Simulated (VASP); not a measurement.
# Ga (Cmce) in VASP: notebook

The runs below take Ga through single point, with PBE.

All numbers are computed with VASP 6.6.1; they aren't measurements. Logs are shortened: lines on timing, memory, paths and dates and some standing lists are left out, and cuts for length are marked.

## (1) The cell of the first run

The structure is orthorhombic, space group Cmce (No. 64). Conventional cell: a = 4.511 Å, b = 7.645 Å, c = 4.426 Å, α = 90.00°, β = 90.00°, γ = 90.00°. Within 3.2 Å of Ga (site symmetry m) lie 7 Ga at 2.43 to 2.79 Å.

## (2) Single point, PBE (zz strain of -2 %)

INCAR reads:

```
SYSTEM = Ga
ALGO = Normal ; EDIFF = 1E-6
ENCUT = 520 ; GGA = PE
ISIF = 2 ; ISMEAR = -1
LASPH = .TRUE. ; LCHARG = .TRUE.
LELF = .TRUE. ; LREAL = .FALSE.
LVHAR = .TRUE. ; LWAVE = .FALSE.
NBANDS = 34 ; NELM = 100
PREC = Accurate ; SIGMA = 0.05
```

KPOINTS reads:

```
k-points
0
G
  9 9 8
  0 0 0
```

POSCAR reads:

```
Ga
1.0
    2.2553500000     -3.8224000000      0.0000000000
    2.2553500000      3.8224000000      0.0000000000
    0.0000000000      0.0000000000      4.4263660000
Ga
4
Direct
    0.1525000000      0.8475000000      0.0785000000
    0.6525000000      0.3475000000      0.4215000000
    0.8475000000      0.1525000000      0.9215000000
    0.3475000000      0.6525000000      0.5785000000
```

Potentials or basis: VASP PAW PBE potentials, release 64 (Ga_d).

Launch:

```bash
$ cat potpaw_PBE.64/Ga_d/POTCAR > POTCAR
$ mpirun -np 1 vasp_std > vasp.out
```

OUTCAR:

```text
SYSTEM = Ga
   EDIFF = 1E-6
   ENCUT = 520
   GGA = PE
   ISIF = 2
   ISMEAR = -1
   LASPH = .TRUE.
   LREAL = .FALSE.
   NELM = 100
   PREC = Accurate

 ion  position               nearest neighbor table
   1  0.153  0.847  0.078-   3 2.43   4 2.67   4 2.67   2 2.72   2 2.72   3 2.79   3 2.79
   2  0.653  0.347  0.422-   4 2.43   3 2.67   3 2.67   1 2.72   1 2.72   4 2.79   4 2.79
   3  0.847  0.153  0.922-   1 2.43   2 2.67   2 2.67   4 2.72   4 2.72   1 2.79   1 2.79
   4  0.347  0.653  0.578-   2 2.43   1 2.67   1 2.67   3 2.72   3 2.72   2 2.79   2 2.79

  LATTYP: Found a base centered orthorhombic cell.
 ALAT       =     4.5107000000
 B/A-ratio  =     1.6948145521
 C/A-ratio  =     0.9813035671

  Lattice vectors:

 A1 = (   2.2553500000,  -3.8224000000,   0.0000000000)
 A2 = (   2.2553500000,   3.8224000000,   0.0000000000)
 A3 = (   0.0000000000,   0.0000000000,   4.4263660000)

Analysis of symmetry for initial positions (statically):
=====================================================================
 Subroutine PRICEL returns:
 Original cell was already a primitive cell.

 Routine SETGRP: Setting up the symmetry group for a
 base centered orthorhombic supercell.

 Subroutine GETGRP returns: Found  8 space group operations
 (whereof  4 operations were pure point group operations)
 out of a pool of  8 trial point group operations.

The static configuration has the point symmetry C_2h.
 The point group associated with its full space group is D_2h.

Analysis of symmetry for dynamics (positions and initial velocities):
=====================================================================
 Subroutine PRICEL returns:
 Original cell was already a primitive cell.

 Routine SETGRP: Setting up the symmetry group for a
 base centered orthorhombic supercell.

 Subroutine GETGRP returns: Found  8 space group operations
 (whereof  4 operations were pure point group operations)
 out of a pool of  8 trial point group operations.

The dynamic configuration has the point symmetry C_2h.
 The point group associated with its full space group is D_2h.

 Subroutine INISYM returns: Found  8 space group operations
 (whereof  4 operations are pure point group operations),
 and found     1 'primitive' translations

----------------------------------------------------------------------------------------
[... 89 lines left out ...]
   ISTART =      0    job   : 0-new  1-cont  2-samecut
   ICHARG =      2    charge: 1-file 2-atom 10-const
   ISPIN  =      1    spin polarized calculation?
   LNONCOLLINEAR =      F non collinear calculations
   LSORBIT =      F    spin-orbit coupling
   LASPH  =      T    aspherical Exc in radial PAW
   ENCUT  =  520.0 eV  38.22 Ry    6.18 a.u.   8.25  8.25  8.23*2*pi/ulx,y,z
   NELM   =    100;   NELMIN=  2; NELMDL= -5     # of ELM steps
   EDIFF  = 0.1E-05   stopping-criterion for ELM
   LREAL  =      F    real-space projection
   EDIFFG = 0.1E-04   stopping-criterion for IOM
   NSW    =      0    number of steps for IOM
   IBRION =     -1    ionic relax: 0-MD 1-quasi-New 2-CG
   NFREE  =      0    steps in history (QN), initial steepest desc. (CG)
   ISIF   =      2    stress and relaxation
   ISYM   =      2    0-nonsym 1-usesym 2-fastsym
   POTIM  = 0.5000    time-step for ionic-motion
   TEBEG  =    0.0;   TEEND  =   0.0 temperature during run
   PSTRESS=    0.0 pullay stress
   NELECT =      52.0000    total number of electrons
   NUPDOWN=      -1.0000    fix difference up-down
   EMIN   =  10.00;   EMAX   =-10.00  energy-range for DOS
   EFERMI =   0.00;   METHOD = LEGACY
   ISMEAR =    -1;   SIGMA  =   0.05  broadening in eV -4-tet -1-fermi 0-gaus
   EFERMI_NEDOS =   21; number of points for ismear=-14 and -15
   IALGO  =     38    algorithm
   IMIX   =      4    mixing-type and parameters
     AMIX     =   0.40;   BMIX     =  1.00
     AMIX_MAG =   1.60;   BMIX_MAG =  1.00
  volume/ion in A,a.u.               =      19.08       128.75
  Fermi-wavevector in a.u.,A,eV,Ry     =   1.440567  2.722277 28.235265  2.075233
  Thomas-Fermi vector in A             =   2.559297
   LORBIT       =      0    0 simple, 1 ext, 2 COOP (PROOUT), +10 PAW based schemes
   GGA     = PE    functional components
   LHFCALC =     F    Hartree Fock is set to
   AEXX    =    0.0000 exact exchange contribution
   IVDW    =     0    specifies the selected vdW correction
   LEPSILON=     F    determine dielectric tensor
   LRPA    =     F    only Hartree local field effects (RPA)
 non-spin polarized calculation
  energy-cutoff  :      520.00
  volume of cell :       76.32
 maximum number of plane-waves:      2082
 NGX is ok and might be reduce to    36
   NGX = 17   NGY = 17   NGZ = 17

 number of electron      52.0000033 magnetization

 Free energy of the ion-electron system (eV)
  ---------------------------------------------------
  ext. energy  EPLUGINS =         0.00000000
  ---------------------------------------------------
  free energy    TOTEN  =       -11.54909784 eV

  energy without entropy =      -11.54109286  energy(sigma->0) =      -11.54509535

 E-fermi :   5.2420     XC(G=0): -10.7845

 val. band max:        5.2419847084   @ k =  -0.4444   0.3333   0.3750
 cond. band min:       5.2877589669   @ k =  -0.4444   0.2222   0.0000
 fundamental gap:      0.0457742584
 Fermi energy:         5.2419911659

 k-point     1 :       0.0000    0.0000    0.0000
  band No.  band energies     occupation
      1      -9.9264      2.00000
      2      -9.9107      2.00000
      3      -9.9105      2.00000
      4      -9.8781      2.00000
      5      -9.8247      2.00000
      6      -9.7995      2.00000
[... 877 lines left out ...]
     33      11.9678      0.00000
     34      13.1259      0.00000

 [... further k-points ...]
[... 5 lines left out ...]
  --------------------------------------------------------------------------------------
  -------------------------------------------------------------------------------------
  Total        1.4375217      2.1445102      1.6957131      0.0000000      0.0000000      0.0000000
  in kB       30.1784964     45.0206026     35.5988156      0.0000000      0.0000000      0.0000000
  external PRESSURE =      36.9326382 kB  Pullay stress =       0.0000000 kB

 VOLUME and BASIS-vectors are now :
 -----------------------------------------------------------------------------
  energy-cutoff  :      520.00
  volume of cell :       76.32
      direct lattice vectors                 reciprocal lattice vectors
     2.255350000 -3.822400000  0.000000000     0.221695081 -0.130807869  0.000000000
     2.255350000  3.822400000  0.000000000     0.221695081  0.130807869  0.000000000
     0.000000000  0.000000000  4.426366000     0.000000000  0.000000000  0.225918959

 POSITION                                       TOTAL-FORCE (eV/Angst)
 -----------------------------------------------------------------------------------
      2.25535      2.65657      0.34747         0.000000     -0.365887      0.097571
      2.25535     -1.16583      1.86571         0.000000     -0.365887     -0.097571
      2.25535     -2.65657      4.07890         0.000000      0.365887     -0.097571
      2.25535      1.16583      2.56065         0.000000      0.365887      0.097571
 -----------------------------------------------------------------------------------
    total drift:                                0.000000      0.000000     -0.000000

  FREE ENERGIE OF THE ION-ELECTRON SYSTEM (eV)
  ---------------------------------------------------
  free  energy   TOTEN  =       -11.5490978394 eV

  energy  without entropy=      -11.5410928622  energy(sigma->0) =      -11.54509535
```

OSZICAR:

```text
N       E                     dE             d eps       ncg     rms          rms(c)
DAV:   1     0.361794836853E+03    0.36179E+03   -0.25491E+04  8732   0.291E+03
DAV:   2     0.331607916936E+02   -0.32863E+03   -0.32036E+03  8748   0.540E+02
DAV:   3    -0.102519437147E+02   -0.43413E+02   -0.42899E+02  9682   0.152E+02
DAV:   4    -0.116204469643E+02   -0.13685E+01   -0.13627E+01  9864   0.303E+01
DAV:   5    -0.116492067759E+02   -0.28760E-01   -0.28751E-01 10946   0.451E+00    0.259E+00
DAV:   6    -0.115671301114E+02    0.82077E-01   -0.20278E-01 10858   0.620E+00    0.142E+00
DAV:   7    -0.115500755726E+02    0.17055E-01   -0.58771E-02 12640   0.271E+00    0.314E-01
DAV:   8    -0.115489130900E+02    0.11625E-02   -0.14428E-02  9124   0.129E+00    0.473E-02
DAV:   9    -0.115490908227E+02   -0.17773E-03   -0.11995E-03  9352   0.359E-01    0.265E-02
DAV:  10    -0.115490967057E+02   -0.58830E-05   -0.22643E-04 10230   0.167E-01    0.554E-03
DAV:  11    -0.115490985725E+02   -0.18668E-05   -0.39145E-05  9872   0.746E-02    0.541E-03
DAV:  12    -0.115490977098E+02    0.86274E-06   -0.10917E-05  9714   0.386E-02    0.479E-04
DAV:  13    -0.115490978394E+02   -0.12959E-06   -0.85648E-07  5248   0.750E-03
   1 F= -.11549098E+02 E0= -.11545095E+02  d E =-.800498E-02
```

Run time: 4.6 min. Hardware: 1 thread of Intel Xeon Platinum 8259CL at 2.50GHz (Skylake/Cascade Lake), shared host; peak memory 0.36 GiB.

Results:

* Free energy: -11.5491 eV
* Pressure: 3.7 GPa
* Largest force: 0.379 eV/Å
* Band gap on the k mesh: zero (bands 26 and 27 overlap by 1.31 eV)

Forces in eV/Å, atoms in the order of the input:
```
Ga   0.000 -0.366  0.098
Ga   0.000 -0.366 -0.098
Ga   0.000  0.366 -0.098
Ga   0.000  0.366  0.098
```

Stress tensor (GPa, compression positive):
```
3.02 0.00 0.00
0.00 4.50 0.00
0.00 0.00 3.56
```

Caveat: the cell differs from its parent crystal (zz strain of -2 %); the cell stands under pressure.

## (3) Single point, PBE (zz strain of +1 %)

INCAR reads:

```
SYSTEM = Ga
PREC = Accurate
ENCUT = 520
EDIFF = 1E-6
ISMEAR = -1
SIGMA = 0.05
LREAL = .False.
LASPH = .True.
NELM = 60
ALGO = Normal
ISIF = 2
LWAVE = .False.
LCHARG = .False.
GGA = PE
NBANDS = 34
```

KPOINTS reads:

```
Automatic mesh
0
Gamma
  9 9 8
  0 0 0
```

POSCAR, as its differences from that of step 2:

```diff
@@ -4,3 +4,3 @@
     2.2553500000      3.8224000000      0.0000000000
-    0.0000000000      0.0000000000      4.4263660000
+    0.0000000000      0.0000000000      4.5618670000
 Ga
```

Potentials or basis: VASP PAW PBE potentials, release 64 (Ga_d).

Launch:

```bash
$ cat potpaw_PBE.64/Ga_d/POTCAR > POTCAR
$ mpirun -np 1 vasp_std > vasp.out
```

OUTCAR:

```text
SYSTEM = Ga
   PREC = Accurate
   ENCUT = 520
   EDIFF = 1E-6
   ISMEAR = -1
   LREAL = .False.
   LASPH = .True.
   NELM = 60
   ISIF = 2
   GGA = PE

 ion  position               nearest neighbor table
   1  0.153  0.847  0.078-   3 2.44   4 2.72   4 2.72   2 2.74   2 2.74   3 2.80   3 2.80
   2  0.653  0.347  0.422-   4 2.44   3 2.72   3 2.72   1 2.74   1 2.74   4 2.80   4 2.80
   3  0.847  0.153  0.922-   1 2.44   2 2.72   2 2.72   4 2.74   4 2.74   1 2.80   1 2.80
   4  0.347  0.653  0.578-   2 2.44   1 2.72   1 2.72   3 2.74   3 2.74   2 2.80   2 2.80

  LATTYP: Found a base centered orthorhombic cell.
 ALAT       =     4.5107000000
 B/A-ratio  =     1.6948145521
 C/A-ratio  =     1.0113434722

  Lattice vectors:

 A1 = (   2.2553500000,  -3.8224000000,   0.0000000000)
 A2 = (   2.2553500000,   3.8224000000,   0.0000000000)
 A3 = (   0.0000000000,   0.0000000000,   4.5618670000)

Analysis of symmetry for initial positions (statically):
=====================================================================
 Subroutine PRICEL returns:
 Original cell was already a primitive cell.

 Routine SETGRP: Setting up the symmetry group for a
 base centered orthorhombic supercell.

 Subroutine GETGRP returns: Found  8 space group operations
 (whereof  4 operations were pure point group operations)
 out of a pool of  8 trial point group operations.

The static configuration has the point symmetry C_2h.
 The point group associated with its full space group is D_2h.

Analysis of symmetry for dynamics (positions and initial velocities):
=====================================================================
 Subroutine PRICEL returns:
 Original cell was already a primitive cell.

 Routine SETGRP: Setting up the symmetry group for a
 base centered orthorhombic supercell.

 Subroutine GETGRP returns: Found  8 space group operations
[... 118 lines left out ...]
   PSTRESS=    0.0 pullay stress
   NELECT =      52.0000    total number of electrons
   NUPDOWN=      -1.0000    fix difference up-down
   EMIN   =  10.00;   EMAX   =-10.00  energy-range for DOS
   EFERMI =   0.00;   METHOD = LEGACY
   ISMEAR =    -1;   SIGMA  =   0.05  broadening in eV -4-tet -1-fermi 0-gaus
   EFERMI_NEDOS =   21; number of points for ismear=-14 and -15
   IALGO  =     38    algorithm
   IMIX   =      4    mixing-type and parameters
     AMIX     =   0.40;   BMIX     =  1.00
     AMIX_MAG =   1.60;   BMIX_MAG =  1.00
  volume/ion in A,a.u.               =      19.66       132.70
  Fermi-wavevector in a.u.,A,eV,Ry     =   1.426160  2.695052 27.673346  2.033934
  Thomas-Fermi vector in A             =   2.546467
   LORBIT       =      0    0 simple, 1 ext, 2 COOP (PROOUT), +10 PAW based schemes
   GGA     = PE    functional components
   LHFCALC =     F    Hartree Fock is set to
   AEXX    =    0.0000 exact exchange contribution
   IVDW    =     0    specifies the selected vdW correction
   LEPSILON=     F    determine dielectric tensor
   LRPA    =     F    only Hartree local field effects (RPA)
 non-spin polarized calculation
  energy-cutoff  :      520.00
  volume of cell :       78.65
 maximum number of plane-waves:      2137
 NGX is ok and might be reduce to    36
   NGX = 17   NGY = 17   NGZ = 17

 number of electron      52.0000002 magnetization

 Free energy of the ion-electron system (eV)
  ---------------------------------------------------
  ext. energy  EPLUGINS =         0.00000000
  ---------------------------------------------------
  free energy    TOTEN  =       -11.57935926 eV

  energy without entropy =      -11.57140251  energy(sigma->0) =      -11.57538089

 E-fermi :   5.0210     XC(G=0): -10.6341

 val. band max:        5.0114321749   @ k =  -0.2222   0.2222   0.5000
 cond. band min:       5.0297931480   @ k =   0.0000   0.0000   0.5000
 fundamental gap:      0.0183609731
 Fermi energy:         5.0210275331

 k-point     1 :       0.0000    0.0000    0.0000
  band No.  band energies     occupation
      1     -10.1439      2.00000
      2     -10.1392      2.00000
      3     -10.1388      2.00000
      4     -10.1171      2.00000
      5     -10.0641      2.00000
      6     -10.0303      2.00000
[... 877 lines left out ...]
     33      11.8323      0.00000
     34      12.9037      0.00000

 [... further k-points ...]
[... 5 lines left out ...]
  --------------------------------------------------------------------------------------
  -------------------------------------------------------------------------------------
  Total        0.4891382      1.8833715      0.3361293      0.0000000     -0.0000000      0.0000000
  in kB        9.9636724     38.3639993      6.8469036      0.0000000     -0.0000000      0.0000000
  external PRESSURE =      18.3915251 kB  Pullay stress =       0.0000000 kB

 VOLUME and BASIS-vectors are now :
 -----------------------------------------------------------------------------
  energy-cutoff  :      520.00
  volume of cell :       78.65
      direct lattice vectors                 reciprocal lattice vectors
     2.255350000 -3.822400000  0.000000000     0.221695081 -0.130807869  0.000000000
     2.255350000  3.822400000  0.000000000     0.221695081  0.130807869  0.000000000
     0.000000000  0.000000000  4.561867000     0.000000000  0.000000000  0.219208495

 POSITION                                       TOTAL-FORCE (eV/Angst)
 -----------------------------------------------------------------------------------
      2.25535      2.65657      0.35811         0.000000     -0.446750      0.124266
      2.25535     -1.16583      1.92283         0.000000     -0.446750     -0.124266
      2.25535     -2.65657      4.20376         0.000000      0.446750     -0.124266
      2.25535      1.16583      2.63904         0.000000      0.446750      0.124266
 -----------------------------------------------------------------------------------
    total drift:                                0.000000      0.000000     -0.000000

  FREE ENERGIE OF THE ION-ELECTRON SYSTEM (eV)
  ---------------------------------------------------
  free  energy   TOTEN  =       -11.5793592598 eV

  energy  without entropy=      -11.5714025112  energy(sigma->0) =      -11.57538089
```

OSZICAR:

```text
N       E                     dE             d eps       ncg     rms          rms(c)
DAV:   1     0.357815557024E+03    0.35782E+03   -0.25427E+04  8694   0.288E+03
DAV:   2     0.321329349648E+02   -0.32568E+03   -0.31764E+03  8764   0.533E+02
DAV:   3    -0.102973043390E+02   -0.42430E+02   -0.41883E+02  9624   0.151E+02
DAV:   4    -0.116451004814E+02   -0.13478E+01   -0.13418E+01  9956   0.298E+01
DAV:   5    -0.116733538093E+02   -0.28253E-01   -0.28232E-01 10612   0.447E+00    0.252E+00
DAV:   6    -0.115956699137E+02    0.77684E-01   -0.19668E-01 10820   0.598E+00    0.139E+00
DAV:   7    -0.115801976913E+02    0.15472E-01   -0.58265E-02 12520   0.263E+00    0.307E-01
DAV:   8    -0.115791869799E+02    0.10107E-02   -0.14216E-02  9164   0.128E+00    0.482E-02
DAV:   9    -0.115793502958E+02   -0.16332E-03   -0.12070E-03  9320   0.353E-01    0.261E-02
DAV:  10    -0.115793557663E+02   -0.54705E-05   -0.20621E-04 10224   0.153E-01    0.762E-03
DAV:  11    -0.115793604374E+02   -0.46710E-05   -0.37056E-05  9654   0.655E-02    0.571E-03
DAV:  12    -0.115793592699E+02    0.11674E-05   -0.15909E-05 10068   0.482E-02    0.102E-03
DAV:  13    -0.115793592598E+02    0.10137E-07   -0.12749E-06  6146   0.108E-02
   1 F= -.11579359E+02 E0= -.11575381E+02  d E =-.795675E-02
```

stdout:

```text
POSCAR found type information on POSCAR Ga
 POSCAR found :  1 types and       4 ions
 scaLAPACK will be used
 LDA part: xc-table for (Slater+PW92), standard interpolation
 POSCAR, INCAR and KPOINTS ok, starting setup
 FFT: planning ... GRIDC
 FFT: planning ... GRID_SOFT
 FFT: planning ... GRID
 WAVECAR not read
 entering main loop
```

It took 5.1 min on 1 thread of Intel Xeon Platinum 8259CL at 2.50GHz (Skylake/Cascade Lake), shared host; peak memory 0.36 GiB.

What came out:

```yaml
Free_energy: -11.5794 eV
Pressure: 1.8 GPa
Largest_force: 0.464 eV/Å
Band_gap_on_the_k_mesh: zero (bands 26 and 27 overlap by 1.24 eV)
```

Forces in eV/Å, atoms in the order of the input:
```
Ga   0.000 -0.447  0.124
Ga   0.000 -0.447 -0.124
Ga   0.000  0.447 -0.124
Ga   0.000  0.447  0.124
```

Stress tensor (GPa, compression positive):
```
1.00 0.00 0.00
0.00 3.84 0.00
0.00 0.00 0.68
```

Levels at points of the mesh, in eV from the Fermi level:
| k point | band 22 | band 23 | band 24 | band 25 | band 26 | band 27 | band 28 | band 29 | band 30 | band 31 |
| --- | --- | --- | --- | --- | --- | --- | --- | --- | --- | --- |
| (0.00, 0.00, 0.00) | -4.43 | -3.73 | -1.62 | -1.52 | -0.84 | 0.93 | 0.99 | 1.00 | 5.06 | 5.35 |
| (0.00, 0.00, 0.50) | -9.19 | -0.17 | -0.17 | 0.01 | 0.01 | 0.14 | 0.14 | 2.15 | 2.15 | 3.75 |

Caveat: the cell differs from its parent crystal (zz strain of +1 %).

The gap in the log of VASP goes by the Fermi energy; the results here count the filled bands.